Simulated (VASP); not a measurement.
A run of VASP 6.6.1:

INCAR

```
SYSTEM = BiS
PREC     = Accurate       ! precision mode
ENCUT    = 520            ! plane-wave cutoff, eV
EDIFF    = 1E-7           ! SCF threshold, eV
ISMEAR   = 0              ! smearing method
SIGMA    = 0.05           ! smearing width, eV
LREAL    = .False.        ! projectors in reciprocal space
LASPH    = .True.         ! aspherical terms in the spheres
NELM     = 60             ! most SCF steps
ALGO     = Normal         ! electronic algorithm
ISIF     = 2              ! what is computed and relaxed
LWAVE    = .False.        ! write WAVECAR
LCHARG   = .True.         ! write CHGCAR
GGA      = PS             ! functional
LELF     = .True.         ! ELF
LVHAR    = .True.       
NBANDS   = 18             ! bands
```

File KPOINTS:

```
Automatic mesh
0
Gamma
  10 10 10
  0 0 0
```

The input POSCAR:

```
BiS
1.0
    3.5449342145      0.0000000000      0.0000000000
    0.0000000000      3.5449342145      0.0000000000
    0.0000000000      0.0000000000      3.5449342145
Bi S
1 1
Direct
    0.0000000000      0.0000000000      0.0000000000
    0.5000000000      0.5000000000      0.5000000000
```

Potentials or basis: VASP PAW PBE potentials, release 64 (Bi_d, S).

The run is started by

```bash
$ cat potpaw_PBE.64/Bi_d/POTCAR potpaw_PBE.64/S/POTCAR > POTCAR
$ mpirun -np 1 vasp_std > vasp.out
```

Hardware: 1 thread of Intel Xeon 8259CL, on a shared host.

Task: How long does it take, and how much memory?

Result: It took 59 s on 1 thread of Intel Xeon 8259CL (shared host), peak memory 0.18 GiB. Counts: scf iterations 13, k points 56.
